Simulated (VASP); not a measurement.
Set up this calculation in VASP 6.6.1, as the native input.

- Task: single point
- Functional: PBE
- Potentials or basis: VASP PAW PBE potentials, release 64 (Yb, P, Os)
- Cutoff: 600 eV
- k mesh: 8 × 8 × 8
- Occupations: gaussian, width 0.1 eV
- Spin: no spin polarisation
- Dipole correction: no
- Further INCAR settings: ALGO = Normal; EDIFF = 1e-06; NBANDS = 53

The structure of Yb2P6Os lies in POSCAR:

```
Yb2P6Os
1.0
    0.0000000000      4.2974834804      4.2974834804
    4.2974834804      0.0000000000      4.2974834804
    4.2974834804      4.2974834804      0.0000000000
Yb P Os
2 6 1
Direct
    0.2500000000      0.2500000000      0.2500000000
    0.7500000000      0.7500000000      0.7500000000
    0.7226664751      0.2773335249      0.7226664751
    0.2773335249      0.2773335249      0.7226664751
    0.7226664751      0.7226664751      0.2773335249
    0.2773335249      0.7226664751      0.2773335249
    0.2773335249      0.7226664751      0.7226664751
    0.7226664751      0.2773335249      0.2773335249
    0.0000000000      0.0000000000      0.0000000000
```

One way to write it, as run:

INCAR

```
SYSTEM = Yb2P6Os
PREC = Accurate
ENCUT = 600
EDIFF = 1E-6
ISMEAR = 0
SIGMA = 0.1
LREAL = .FALSE.
LASPH = .TRUE.
NELM = 200
ALGO = Normal
ISIF = 2
LWAVE = .FALSE.
LCHARG = .FALSE.
GGA = PE
NBANDS = 53
GGA_COMPAT = .FALSE.
LMAXMIX = 6
```

KPOINTS

```
regular mesh
0
G
  8 8 8
  0 0 0
```

Potentials or basis: VASP PAW PBE potentials, release 64 (Yb, P, Os).

Command:

```sh
$ cat potpaw_PBE.64/Yb/POTCAR potpaw_PBE.64/P/POTCAR potpaw_PBE.64/Os/POTCAR > POTCAR
$ mpirun -np 1 vasp_std > vasp.out
```

It gave:

- Pressure: 0.4 GPa
- Largest force: 0.031 eV/Å
- Band gap on the k mesh: zero (bands 43 and 44 overlap by 0.80 eV)

Caveat: spin-orbit coupling is left out, which moves the levels of the heavy elements.

It took 29 min on 1 thread of Intel(R) Xeon(R) 6975P-C (Granite Rapids) (shared host), peak memory 0.56 GiB.
